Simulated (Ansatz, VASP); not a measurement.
# One calculation of Sn, two programs

INCAR

```
SYSTEM = Sn
PREC = Accurate
ENCUT = 520
EDIFF = 1E-7
ISMEAR = -1
SIGMA = 0.05
LREAL = .FALSE.
LASPH = .TRUE.
NELM = 80
ALGO = Normal
ISIF = 2
LWAVE = .FALSE.
LCHARG = .FALSE.
GGA = PS
NBANDS = 21
```

Contents of KPOINTS:

```
regular mesh
0
G
  8 8 8
  0 0 0
```

File POSCAR:

```
Sn
1.0
    0.0000000000      3.2710663102      3.2710663102
    3.2710663102      0.0000000000      3.2710663102
    3.2710663102      3.2710663102      0.0000000000
Sn
2
Direct
   -0.2150000000     -0.0950000000     -0.0950000000
    0.2150000000      0.0950000000      0.0950000000
```

Input for Ansatz:

```yaml
crystal:
  lattice:
    - [0.0, 3.2710663102, 3.2710663102]
    - [3.2710663102, 0.0, 3.2710663102]
    - [3.2710663102, 3.2710663102, 0.0]
  atoms:
    - { symbol: Sn, position: [-0.215, -0.095, -0.095] }
    - { symbol: Sn, position: [0.215, 0.095, 0.095] }
kpoints:
  mp_grid: { grid: [8, 8, 8] }
scf:
  occupations: { method: fermi_dirac, width: 0.05 }
hamiltonian:
  xc: pbesol
  pseudopotentials: { kind: all_electron, lapw: { basis_error: 0.001 } }
output:
  forces: true
  stress: true
  eigenvalues: true
  populations: true
```

Change from the starting cell: shortest bond scaled by 0.76, LAPW.

Alike in both runs: task single point; functional PBEsol; k mesh 8 × 8 × 8; occupations fermi-dirac, width 0.05 eV; no spin polarisation.

|  | VASP | Ansatz |
| --- | --- | --- |
| version | VASP 6.6.1 | Ansatz 0.2.0 |
| potentials or method | VASP PAW PBE potentials, release 64 (Sn_d), cutoff 520 eV | all-electron LAPW, scalar-relativistic |

|  | VASP | Ansatz | Ansatz less VASP |
| --- | --- | --- | --- |
| pressure (GPa) | 15.4 | 15.1 | -0.31 |
| traceless stress, the component that is largest in VASP (GPa) | -20.23 | -19.87 | +0.358 |
| rms of the force components (eV/Å) | 7.854 | 7.729 | -0.1253 |

VASP's potentials were made for PBE, not for PBEsol. Atom by atom the forces differ by 0.125 eV/Å (rms over components). Ansatz ran all-electron here, and VASP with PAW potentials.
